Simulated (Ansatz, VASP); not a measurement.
## One calculation of KCl, two programs

```
CELL_PARAMETERS angstrom
0.00000 3.14647 3.14647
3.14647 0.00000 3.14647
3.14647 3.14647 0.00000
ATOMIC_POSITIONS crystal
K 0.00000 0.00000 0.00000
Cl 0.50000 0.50000 0.50000
```

Alike in both runs: task single point; functional PBE-based global hybrid with a share of 0.25 of exact exchange; k mesh 4 × 4 × 4; occupations fermi-dirac, width 0.05 eV; no spin polarisation.

|  | VASP | Ansatz |
| --- | --- | --- |
| version | VASP 6.6.1 | Ansatz 0.2.0 |
| potentials or method | VASP PAW PBE potentials, release 64 (K_sv, Cl) | Ansatz PAW |
| plane-wave cutoff (eV) | 520 | 420 |
| valence electrons in the cell | 16 | 16 |

```csv
,VASP,Ansatz,Ansatz less VASP
gap on the k mesh at the Fermi level (eV),7.25,7.24,-0.011
least direct gap on the mesh (eV),7.25,7.24,-0.011
pressure (GPa),0.4,0.4,+0.01
```

VASP's potentials were made for PBE, not for PBE-based global hybrid.

The k mesh is coarse, so the values compare programs but aren't converged.
